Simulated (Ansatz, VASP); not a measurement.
## Two plane-wave programs on Ba2CuSO2

```
CELL_PARAMETERS angstrom
3.94118 0.00000 0.00000
0.00000 3.94118 0.00000
0.00000 0.00000 7.30007
ATOMIC_POSITIONS crystal
Ba 0.50000 0.50000 0.75746
Ba 0.50000 0.50000 0.24254
Cu 0.00000 0.00000 0.50000
S 0.00000 0.00000 0.00000
O 0.00000 0.50000 0.50000
O 0.50000 0.00000 0.50000
```

Alike in both runs: task single point; functional PBEsol; dispersion D3(BJ); k mesh 6 × 6 × 3; occupations fermi-dirac, width 0.1 eV; no spin polarisation.

|  | VASP | Ansatz |
| --- | --- | --- |
| version | VASP 6.6.1 | Ansatz 0.2.0 |
| potentials or method | VASP PAW PBE potentials, release 64 (Ba_sv, Cu, S, O), cutoff 520 eV | plane waves, PAW |
| valence electrons in the cell | 49 | 57 |

VASP gave:

| Quantity | Value |
| --- | --- |
| pressure (GPa) | -2.3 |
| traceless stress, the component that is largest in VASP (GPa) | -0.25 |

Task: What did Ansatz give for the same quantities?

Result: Pressure (GPa): -3.9; traceless stress, the component that is largest in VASP (GPa): -0.37.

VASP's potentials were made for PBE, not for PBEsol. VASP's potentials hold 49 valence electrons a cell and Ansatz's 57, so a difference there can come from the potentials and not from the codes.

Neither program's run includes spin-orbit coupling.
